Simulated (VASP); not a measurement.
# Li2PW2 (Cmmm) in VASP: single point with PBE

Aim: the single point of Li2PW2 with PBE.

Everything below comes from runs of VASP 6.6.1. Logs are shortened: lines on timing, memory, paths and dates and some standing lists are left out, and cuts for length are marked.

**1. The cell of the first run**

It takes space group Cmmm (No. 65, orthorhombic). Conventional cell: a = 5.116 Å, b = 6.701 Å, c = 4.312 Å, α = 90.00°, β = 90.00°, γ = 90.00°. Within 2.9 Å of Li (site symmetry m2m) lie 3 P at 2.18 to 2.81 Å and 3 Li at 2.34 to 2.75 Å and 4 W at 2.75 Å. Within 2.9 Å of P (site symmetry mmm) lie 6 Li at 2.18 to 2.81 Å and 4 W at 2.53 Å. W (site symmetry 2mm) has 2 W at 2.49 to 2.63 Å and 2 P at 2.53 Å and 4 Li at 2.75 Å within 3.3 Å.

**2. Single point, PBE**

Input file INCAR:

```
  ALGO = Normal
  EDIFF = 1E-7
  ENCUT = 520
  GGA = PE
  ISIF = 2
  ISMEAR = 0
  LASPH = True
  LCHARG = False
  LREAL = False
  LWAVE = False
  NBANDS = 28
  NELM = 100
  PREC = Accurate
  SIGMA = 0.1
```

Input file KPOINTS:

```
k-points
0
Gamma
  10 10 10
```

Input file POSCAR:

```
Li2PW2
1.0
    2.5580117619     -3.3502536607      0.0000000000
    2.5580117619      3.3502536607      0.0000000000
    0.0000000000      0.0000000000      4.3124725053
Li P W
2 1 2
Direct
    0.6746993785      0.3253006215      0.0000000000
    0.3253006215      0.6746993785      0.0000000000
    0.0000000000      0.0000000000      0.0000000000
    0.2568823272      0.2568823272      0.5000000000
    0.7431176728      0.7431176728      0.5000000000
```

Potentials or basis: VASP PAW PBE potentials, release 64 (Li_sv, P, W_sv).

Run with:

```
cat potpaw_PBE.64/Li_sv/POTCAR potpaw_PBE.64/P/POTCAR potpaw_PBE.64/W_sv/POTCAR > POTCAR
mpirun -np 1 vasp_std > vasp.out
```

OUTCAR:

```text
EDIFF = 1E-7
   ENCUT = 520
   GGA = PE
   ISIF = 2
   ISMEAR = 0
   LASPH = True
   LREAL = False
   NELM = 100
   PREC = Accurate

 ion  position               nearest neighbor table
   1  0.675  0.325  0.000-   3 2.18   2 2.34   4 2.75   5 2.75   4 2.75   5 2.75
   2  0.325  0.675  0.000-   3 2.18   1 2.34   4 2.75   5 2.75   4 2.75   5 2.75
   3  0.000  0.000  0.000-   1 2.18   2 2.18   4 2.53   5 2.53   4 2.53   5 2.53
   4  0.257  0.257  0.500-   5 2.49   3 2.53   3 2.53   5 2.63   1 2.75   2 2.75   1 2.75   2 2.75
                             5 3.35   5 3.35
   5  0.743  0.743  0.500-   4 2.49   3 2.53   3 2.53   4 2.63   2 2.75   1 2.75   2 2.75   1 2.75
                             4 3.35   4 3.35

  LATTYP: Found a base centered orthorhombic cell.
 ALAT       =     5.1160235238
 B/A-ratio  =     1.3097100297
 C/A-ratio  =     0.8429344559

  Lattice vectors:

 A1 = (   2.5580117619,  -3.3502536607,   0.0000000000)
 A2 = (   2.5580117619,   3.3502536607,   0.0000000000)
 A3 = (   0.0000000000,   0.0000000000,   4.3124725053)

Analysis of symmetry for initial positions (statically):
=====================================================================
 Subroutine PRICEL returns:
 Original cell was already a primitive cell.

 Routine SETGRP: Setting up the symmetry group for a
 base centered orthorhombic supercell.

 Subroutine GETGRP returns: Found  8 space group operations
 (whereof  8 operations were pure point group operations)
 out of a pool of  8 trial point group operations.

The static configuration has the point symmetry D_2h.

Analysis of symmetry for dynamics (positions and initial velocities):
=====================================================================
 Subroutine PRICEL returns:
 Original cell was already a primitive cell.

 Routine SETGRP: Setting up the symmetry group for a
 base centered orthorhombic supercell.

 Subroutine GETGRP returns: Found  8 space group operations
 (whereof  8 operations were pure point group operations)
 out of a pool of  8 trial point group operations.

The dynamic configuration has the point symmetry D_2h.

 Subroutine INISYM returns: Found  8 space group operations
 (whereof  8 operations are pure point group operations),
 and found     1 'primitive' translations

----------------------------------------------------------------------------------------

                                     Primitive cell

  volume of cell :      73.9157

  direct lattice vectors                    reciprocal lattice vectors
     2.558011762 -3.350253661  0.000000000     0.195464308 -0.149242431  0.000000000
     2.558011762  3.350253661  0.000000000     0.195464308  0.149242431  0.000000000
     0.000000000  0.000000000  4.312472505     0.000000000  0.000000000  0.231885536

  length of vectors
     4.215165924  4.215165924  4.312472505     0.245926003  0.245926003  0.231885536

  position of ions in fractional coordinates (direct lattice)
     0.674699379  0.325300621  0.000000000
     0.325300621  0.674699379  0.000000000
     0.000000000  0.000000000  0.000000000
     0.256882327  0.256882327  0.500000000
     0.743117673  0.743117673  0.500000000

  ion indices of the primitive-cell ions
   primitive index   ion index
                 1           1
                 2           2
                 3           3
                 4           4
                 5           5

----------------------------------------------------------------------------------------

 KPOINTS: k-points

Automatic generation of k-mesh.
 Grid dimensions read from file:
 generate k-points for:   10   10   10

 Generating k-lattice:

  Cartesian coordinates                     Fractional coordinates (reciprocal lattice)
     0.019546431 -0.014924243  0.000000000     0.100000000  0.000000000  0.000000000
     0.019546431  0.014924243  0.000000000     0.000000000  0.100000000  0.000000000
     0.000000000  0.000000000  0.023188554     0.000000000  0.000000000  0.100000000

  Length of vectors
     0.024592600  0.024592600  0.023188554

  Shift w.r.t. Gamma in fractional coordinates (k-lattice)
     0.000000000  0.000000000  0.000000000

 Subroutine IBZKPT returns following result:
 ===========================================

 Found    186 irreducible k-points:

 Following reciprocal coordinates:
            Coordinates               Weight
  0.000000  0.000000  0.000000      1.000000
  0.100000  0.000000  0.000000      4.000000
  0.200000  0.000000  0.000000      4.000000
  0.300000 -0.000000  0.000000      4.000000
  0.400000 -0.000000  0.000000      4.000000
  0.500000  0.000000  0.000000      2.000000
[... 16 lines left out ...]
  0.300000  0.300000  0.000000      2.000000
  0.400000  0.300000  0.000000      4.000000
 [... further k-points ...]
   k-points           NKPTS =    186   k-points in BZ     NKDIM =    186   number of bands    NBANDS=     28
   number of dos      NEDOS =    301   number of ions     NIONS =      5
   total plane-waves  NPLWV =  32768
   dimension x,y,z NGX =    32 NGY =   32 NGZ =   32
   dimension x,y,z NGXF=    64 NGYF=   64 NGZF=   64
   ions per type =               2   1   2
   NGX,Y,Z   is equivalent  to a cutoff of  12.62, 12.62, 12.34 a.u.
   NGXF,Y,Z  is equivalent  to a cutoff of  25.24, 25.24, 24.67 a.u.
 SYSTEM =  unknown system
   PREC   = accura    normal or accurate (medium, high low for compatibility)
   ISTART =      0    job   : 0-new  1-cont  2-samecut
   ICHARG =      2    charge: 1-file 2-atom 10-const
   ISPIN  =      1    spin polarized calculation?
   LNONCOLLINEAR =      F non collinear calculations
   LSORBIT =      F    spin-orbit coupling
   LASPH  =      T    aspherical Exc in radial PAW
   ENCUT  =  520.0 eV  38.22 Ry    6.18 a.u.   7.84  7.84  8.02*2*pi/ulx,y,z
   NELM   =    100;   NELMIN=  2; NELMDL= -5     # of ELM steps
   EDIFF  = 0.1E-06   stopping-criterion for ELM
   LREAL  =      F    real-space projection
   EDIFFG = 0.1E-05   stopping-criterion for IOM
   NSW    =      0    number of steps for IOM
   IBRION =     -1    ionic relax: 0-MD 1-quasi-New 2-CG
   NFREE  =      0    steps in history (QN), initial steepest desc. (CG)
   ISIF   =      2    stress and relaxation
   ISYM   =      2    0-nonsym 1-usesym 2-fastsym
   POTIM  = 0.5000    time-step for ionic-motion
   TEBEG  =    0.0;   TEEND  =   0.0 temperature during run
   PSTRESS=    0.0 pullay stress
   NELECT =      39.0000    total number of electrons
   NUPDOWN=      -1.0000    fix difference up-down
   EMIN   =  10.00;   EMAX   =-10.00  energy-range for DOS
   EFERMI =   0.00;   METHOD = LEGACY
   ISMEAR =     0;   SIGMA  =   0.10  broadening in eV -4-tet -1-fermi 0-gaus
   EFERMI_NEDOS =   21; number of points for ismear=-14 and -15
   IALGO  =     38    algorithm
   IMIX   =      4    mixing-type and parameters
     AMIX     =   0.40;   BMIX     =  1.00
     AMIX_MAG =   1.60;   BMIX_MAG =  1.00
  volume/ion in A,a.u.               =      14.78        99.76
  Fermi-wavevector in a.u.,A,eV,Ry     =   1.322871  2.499864 23.810030  1.749988
  Thomas-Fermi vector in A             =   2.452521
   LORBIT       =      0    0 simple, 1 ext, 2 COOP (PROOUT), +10 PAW based schemes
   GGA     = PE    functional components
   LHFCALC =     F    Hartree Fock is set to
   AEXX    =    0.0000 exact exchange contribution
   IVDW    =     0    specifies the selected vdW correction
   LEPSILON=     F    determine dielectric tensor
   LRPA    =     F    only Hartree local field effects (RPA)
 non-spin polarized calculation
 Gauss-broadening in eV      SIGMA  =   0.10
  energy-cutoff  :      520.00
  volume of cell :       73.92
 maximum number of plane-waves:      2012
   NGX = 15   NGY = 15   NGZ = 17

 number of electron      39.0000008 magnetization

 Free energy of the ion-electron system (eV)
  ---------------------------------------------------
  ext. energy  EPLUGINS =         0.00000000
  ---------------------------------------------------
  free energy    TOTEN  =       -32.43852925 eV

  energy without entropy =      -32.42447614  energy(sigma->0) =      -32.43150270

 E-fermi :   6.9502     XC(G=0): -11.1783

 val. band max:        6.9488192918   @ k =   0.2000   0.0000   0.1000
 cond. band min:       6.9661713919   @ k =  -0.1000   0.1000   0.2000
 fundamental gap:      0.0173521002
 Fermi energy:         6.9501632146

 k-point     1 :       0.0000    0.0000    0.0000
  band No.  band energies     occupation
      1     -66.9298      2.00000
      2     -66.7871      2.00000
      3     -38.2056      2.00000
      4     -38.1349      2.00000
      5     -31.8199      2.00000
      6     -31.2607      2.00000
[... 20 lines left out ...]
     27      13.3480      0.00000
     28      13.5790      0.00000

 k-point     2 :       0.1000    0.0000    0.0000
  band No.  band energies     occupation
      1     -66.9266      2.00000
      2     -66.7903      2.00000
      3     -38.2047      2.00000
      4     -38.1358      2.00000
      5     -31.7856      2.00000
      6     -31.2557      2.00000
[... 20 lines left out ...]
     27      13.2484      0.00000
     28      13.7548      0.00000

 k-point     3 :       0.2000    0.0000    0.0000
  band No.  band energies     occupation
      1     -66.9174      2.00000
      2     -66.7995      2.00000
      3     -38.2021      2.00000
      4     -38.1382      2.00000
      5     -31.6859      2.00000
      6     -31.2412      2.00000
[... 20 lines left out ...]
     27      12.9468      0.00000
     28      14.0519      0.00000

 k-point     4 :       0.3000   -0.0000    0.0000
  band No.  band energies     occupation
      1     -66.9036      2.00000
      2     -66.8135      2.00000
      3     -38.1987      2.00000
      4     -38.1417      2.00000
      5     -31.5308      2.00000
      6     -31.2189      2.00000
[... 578 lines left out ...]
     27      13.2419      0.00000
     28      14.2550      0.00000

 k-point    23 :       0.3000    0.3000    0.0000
  band No.  band energies     occupation
      1     -66.8862      2.00000
      2     -66.8309      2.00000
      3     -38.1911      2.00000
      4     -38.1493      2.00000
      5     -31.3494      2.00000
      6     -31.1860      2.00000
[... 20 lines left out ...]
     27      11.7096      0.00000
     28      12.0351      0.00000

 k-point    24 :       0.4000    0.3000    0.0000
  band No.  band energies     occupation
      1     -66.9010      2.00000
      2     -66.8159      2.00000
      3     -38.1884      2.00000
      4     -38.1520      2.00000
      5     -31.5395      2.00000
      6     -31.2109      2.00000
[... 20 lines left out ...]
     27      12.1715      0.00000
     28      12.2422      0.00000

 [... further k-points ...]
[... 5 lines left out ...]
  --------------------------------------------------------------------------------------
  -------------------------------------------------------------------------------------
  Total        0.1877313      0.0339266      0.0157903      0.0000000      0.0000000      0.0000000
  in kB        4.0692163      0.7353852      0.3422657      0.0000000      0.0000000      0.0000000
  external PRESSURE =       1.7156224 kB  Pullay stress =       0.0000000 kB

 VOLUME and BASIS-vectors are now :
 -----------------------------------------------------------------------------
  energy-cutoff  :      520.00
  volume of cell :       73.92
      direct lattice vectors                 reciprocal lattice vectors
     2.558011762 -3.350253661  0.000000000     0.195464308 -0.149242431  0.000000000
     2.558011762  3.350253661  0.000000000     0.195464308  0.149242431  0.000000000
     0.000000000  0.000000000  4.312472505     0.000000000  0.000000000  0.231885536

 POSITION                                       TOTAL-FORCE (eV/Angst)
 -----------------------------------------------------------------------------------
      2.55801     -1.17057      0.00000        -0.000000      0.009444      0.000000
      2.55801      1.17057      0.00000        -0.000000     -0.009444     -0.000000
      0.00000      0.00000      0.00000        -0.000000      0.000000     -0.000000
      1.31422      0.00000      2.15624        -0.027277      0.000000      0.000000
      3.80181      0.00000      2.15624         0.027277      0.000000     -0.000000
 -----------------------------------------------------------------------------------
    total drift:                                0.000000     -0.000000     -0.000000

  FREE ENERGIE OF THE ION-ELECTRON SYSTEM (eV)
  ---------------------------------------------------
  free  energy   TOTEN  =       -32.4385292542 eV

  energy  without entropy=      -32.4244761385  energy(sigma->0) =      -32.43150270
```

Run time: 5.5 min. Hardware: 1 thread of Oxide Virtual Turin-like, shared host; peak memory 0.4 GiB.

Results:

```
Free energy   : -32.4385 eV
Largest force : 0.027 eV/Å
```

Forces in eV/Å, atoms in the order of the input:
```
Li   0.000  0.009  0.000
Li   0.000 -0.009  0.000
P    0.000  0.000  0.000
W   -0.027  0.000  0.000
W    0.027  0.000  0.000
```

Caveat: the cutoff is under 1.25 times the usual one of these potentials, so pressure, stress and relaxed cells hold a basis-set (Pulay) error; spin-orbit coupling is left out, which moves the levels of the heavy elements.
